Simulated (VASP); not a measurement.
PtS2:

```
Pt S
1.0
     3.45140    0.00000    0.00000
    -1.72570    2.98900    0.00000
     0.00000    0.00000    6.65910
Pt S
1 2
Direct
  0.00000 0.00000 0.00000
  0.33333 0.66667 0.18895
  0.66667 0.33333 0.81105
```

| Item | Value |
| --- | --- |
| Program | VASP 6.6.1 |
| Task | relaxation of the atoms |
| Functional | PBE |
| Potentials or basis | VASP PAW PBE potentials, release 64 (Pt, S) |
| Cutoff | 520 eV |
| k mesh | 9 × 9 × 4 |
| Occupations | gaussian, width 0.05 eV |
| Spin | no spin polarisation |

At the start: pressure 6.8 GPa; volume 22.90 Å³/atom.

Task: Where does the relaxation end?

Result: Over 3 steps the energy falls by 6.7 meV/atom at a fixed cell; space group P-3m1 (No. 164, to 0.1 Å) before and after.

The path:
```csv
step,energy change (eV),largest force (eV/Å),pressure (GPa)
1,0.0000,0.5312,6.83
2,-0.0179,0.1706,4.97
3,-0.0200,0.0026,4.07
```

Final structure:
```yaml
crystal:
  lattice:
    - [3.45140, 0.00000, 0.00000]
    - [-1.72570, 2.98900, 0.00000]
    - [0.00000, 0.00000, 6.65910]
  atoms:
    - { symbol: Pt, position: [0.00000, 0.00000, 0.00000] }
    - { symbol: S, position: [0.33333, 0.66667, 0.19472] }
    - { symbol: S, position: [0.66667, 0.33333, 0.80528] }
```

Caveat: this functional lacks dispersion, which binds layers or chains, so the pressure and a relaxed spacing across them are unreliable.
